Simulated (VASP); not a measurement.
Write the native input for VASP 6.6.1 that does the following.

```
Task                   : single point
Functional             : PBEsol
Potentials or basis    : VASP PAW PBE potentials, release 64 (C, O, H)
Cutoff                 : 520 eV
k mesh                 : 1 × 1 × 1
Occupations            : fermi-dirac, width 0.05 eV
Spin                   : no spin polarisation
Dipole correction      : no
Further INCAR settings : LREAL = Auto; ALGO = Normal; EDIFF = 1e-07; NBANDS = 64
```

The structure of H6C2O lies in POSCAR:

```
H6C2O
1.0
    7.2936330000      0.0000000000      0.0000000000
    0.0000000000      7.2936330000      0.0000000000
    0.0000000000      0.0000000000      7.2936330000
C O H
8 4 24
Direct
    0.7020781002      0.5455031807      0.9066263685
    0.6522401113      0.7384248700      0.9811297059
    0.0614234360      0.2288845627      0.7794332399
    0.0936158976      0.0709111632      0.9110000462
    0.1530512983      0.6859818694      0.5290093428
   -0.0055802095      0.6247503816      0.4115507320
    0.6347865323      0.1851066540      0.2810259304
    0.4589345255      0.2689057703      0.3699939385
    0.5096088602      0.7276757687      1.1047169497
    0.2817800128      0.0552399607      0.9501300655
    0.0306294545      0.4366822405      0.3439986629
    0.2878400929      0.2233866168      0.2648063043
    0.4476507112      0.8441335066      1.1107358980
    0.7768967811      0.7799268211      1.0462275796
    0.6129318544      0.8536349443      0.8846482953
    0.8414050995      0.5465863171      0.8590094950
    0.6714623563      0.4481442924      1.0237970570
    0.5971783883      0.5065788202      0.7964343695
    0.3059380695      0.1306070651      1.0632698410
    0.0126822943      0.0839088010      1.0377681465
    0.0447102288     -0.0563779395      0.8604628174
   -0.0812626574      0.2268416851      0.7142531027
    0.0606008007      0.3667171079      0.8436399254
    0.1476630371      0.2292958804      0.6516779772
    0.0280381533      0.3386789546      0.4421527653
   -0.1357485357      0.6176482968      0.4900027188
   -0.0169737084      0.7077679944      0.2849471587
    0.1208314156      0.8161639062      0.5982752354
    0.1862720540      0.5794231764      0.6302757487
    0.2821501987      0.7065614626      0.4470885771
    0.2222349274      0.3385692699      0.2483261771
    0.4381904052      0.2144610237      0.5058247378
    0.4623621726      0.4206545627      0.3690204868
    0.7496538419      0.2398804546      0.3669776091
    0.6369116735      0.0361548216      0.2744585586
    0.6822114576      0.2231535368      0.1463193994
```

These files were run (other wordings do the same):

INCAR

```
  PREC = Accurate
  ENCUT = 520
  EDIFF = 1E-7
  ISMEAR = -1
  SIGMA = 0.05
  LREAL = Auto
  LASPH = T
  NELM = 60
  ALGO = Normal
  ISIF = 2
  LWAVE = F
  LCHARG = T
  GGA = PS
  LELF = T
  LVHAR = T
  NBANDS = 64
```

KPOINTS

```
regular mesh
0
Gamma
  1 1 1
```

Potentials or basis: VASP PAW PBE potentials, release 64 (C, O, H).

The run is started by

```sh
$ cat potpaw_PBE.64/C/POTCAR potpaw_PBE.64/O/POTCAR potpaw_PBE.64/H/POTCAR > POTCAR
$ mpirun -np 1 vasp_gam > vasp.out
```

It gave:

```
Pressure               : -0.4 GPa
Largest force          : 3.217 eV/Å
Band gap on the k mesh : 4.70 eV
```

Caveat: the k points lie up to 0.86 Å⁻¹ apart; the PAW data sets were made with another functional, which shifts forces and pressure a little.

It took 53 s on 1 thread of Intel(R) Xeon(R) Platinum 8488C (Sapphire Rapids) (shared host), peak memory 0.35 GiB.
